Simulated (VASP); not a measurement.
A run of VASP 6.6.1 is set up as follows.

Contents of INCAR:

```
SYSTEM = Zr
ALGO = Normal ; EDIFF = 1E-6
ENCUT = 500 ; GGA = PS
GGA_COMPAT = .False. ; ISIF = 2
ISMEAR = -1 ; LASPH = .True.
LCHARG = .False. ; LMAXMIX = 4
LNONCOLLINEAR = .True. ; LORBIT = 11
LORBMOM = .True. ; LREAL = .False.
LSORBIT = .True. ; LWAVE = .False.
MAGMOM = 0 0 0 0 0 0 ; NBANDS = 36
NELM = 200 ; PREC = Accurate
SIGMA = 0.05
```

Contents of KPOINTS:

```
k-points
0
Gamma
  9 9 5
  0 0 0
```

Contents of POSCAR:

```
Zr
1.0
    3.1660223034      0.0000000000      0.0000000000
   -1.5830111517      2.7418557436      0.0000000000
    0.0000000000      0.0000000000      5.0419297016
Zr
2
Direct
    0.6666666667      0.3333333333      0.7500000000
    0.3333333333      0.6666666667      0.2500000000
```

Potentials or basis: VASP PAW PBE potentials, release 64 (Zr_sv).

Command:

```sh
$ cat potpaw_PBE.64/Zr_sv/POTCAR > POTCAR
$ mpirun -np 1 vasp_ncl > vasp.out
```

(1) Predict the net moment.

(2) Predict the pressure.

## Answers

(1) 0.00 μB per cell.

(2) 2.9 GPa.

Caveat: the PAW data sets were made with another functional, which shifts forces and pressure a little.
